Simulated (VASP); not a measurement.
A run of VASP 6.6.1 is set up as follows.

Contents of INCAR:

```
ALGO     = Normal         # electronic algorithm
EDIFF    = 1E-6           # SCF threshold, eV
ENCUT    = 520            # plane-wave cutoff, eV
GGA      = PE             # functional
ISIF     = 2              # what is computed and relaxed
ISMEAR   = 0              # smearing method
LASPH    = True           # aspherical terms in the spheres
LCHARG   = False          # write CHGCAR
LREAL    = False          # projectors in reciprocal space
LWAVE    = False          # write WAVECAR
NBANDS   = 93             # bands
NELM     = 100            # most SCF steps
PREC     = Accurate       # precision mode
SIGMA    = 0.1            # smearing width, eV
```

Contents of KPOINTS:

```
k-points
0
Gamma
  4 4 2
```

File POSCAR:

```
Ti3Ge8Mo
1.0
    2.5103056410     -4.4005421185      0.0000000000
    2.5103056410      4.4005421185      0.0000000000
    0.0000000000      0.0000000000      8.6631853852
Ti Ge Mo
3 8 1
Direct
    0.5000000000      0.5000000000      0.5000000000
    0.0000000000      0.5000000000      0.2519453821
    0.5000000000      0.0000000000      0.7480546179
    0.5000000000      0.5000000000      0.8329387794
    0.0000000000      0.0000000000      0.3325757503
    0.0000000000      0.5000000000      0.9115084599
    0.5000000000      0.0000000000      0.4156646329
    0.0000000000      0.5000000000      0.5843353671
    0.5000000000      0.0000000000      0.0884915401
    0.5000000000      0.5000000000      0.1670612206
    0.0000000000      0.0000000000      0.6674242497
    0.0000000000      0.0000000000      0.0000000000
```

Potentials or basis: VASP PAW PBE potentials, release 64 (Ti_sv, Ge_d, Mo_sv).

The run is started by

```bash
$ cat potpaw_PBE.64/Ti_sv/POTCAR potpaw_PBE.64/Ge_d/POTCAR potpaw_PBE.64/Mo_sv/POTCAR > POTCAR
$ mpirun -np 1 vasp_std > vasp.out
```

What does it give for the band gap on the k mesh?

Zero (band 81 reaches 9.35 eV, above the bottom of band 82 at 7.85 eV).

Predict the pressure.

0.1 GPa.

Forces in eV/Å, atoms in the order of the input:
```
Ti   0.000  0.000  0.000
Ti   0.000  0.000  0.007
Ti   0.000  0.000 -0.007
Ge   0.000  0.000  0.001
Ge   0.000  0.000  0.007
Ge   0.000  0.000  0.002
Ge   0.000  0.000  0.009
Ge   0.000  0.000 -0.009
Ge   0.000  0.000 -0.002
Ge   0.000  0.000 -0.001
Ge   0.000  0.000 -0.007
Mo   0.000  0.000  0.000
```

Caveat: the k points lie up to 0.36 Å⁻¹ apart.
